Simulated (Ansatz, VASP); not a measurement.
**SnO2 in VASP and in Ansatz**

```
Sn O
1.0
     3.21157    0.00000    0.00000
    -1.60579    2.78130    0.00000
     0.00000    0.00000   10.34276
Sn O
2 4
Direct
  0.05677 0.11354 0.51671
  0.00000 0.00000 0.00000
  0.66667 0.33333 0.40187
  0.66667 0.33333 0.09813
  0.33333 0.66667 0.59813
  0.33333 0.66667 0.90187
```

Alike in both runs: task single point; functional PBE; dispersion D3(BJ); k mesh 12 × 12 × 4; occupations gaussian, width 0.05 eV; no spin polarisation.

|  | VASP | Ansatz |
| --- | --- | --- |
| version | VASP 6.6.1 | Ansatz 0.2.0 |
| potentials or method | VASP PAW PBE potentials, release 64 (Sn_d, O), cutoff 520 eV | scalar-relativistic, plane waves, PAW |
| valence electrons in the cell | 52 | 52 |

|  | VASP | Ansatz | Ansatz less VASP |
| --- | --- | --- | --- |
| gap on the k mesh at the Fermi level (eV) | 1.74 | 1.76 | +0.024 |
| least direct gap on the mesh (eV) | 1.74 | 1.76 | +0.024 |
| pressure (GPa) | 7.1 | 6.9 | -0.26 |
| traceless stress, the component that is largest in VASP (GPa) | 9.97 | 10.18 | +0.208 |
| rms of the force components (eV/Å) | 3.092 | 3.143 | +0.0514 |

Atom by atom the forces differ by 0.057 eV/Å (rms over components).
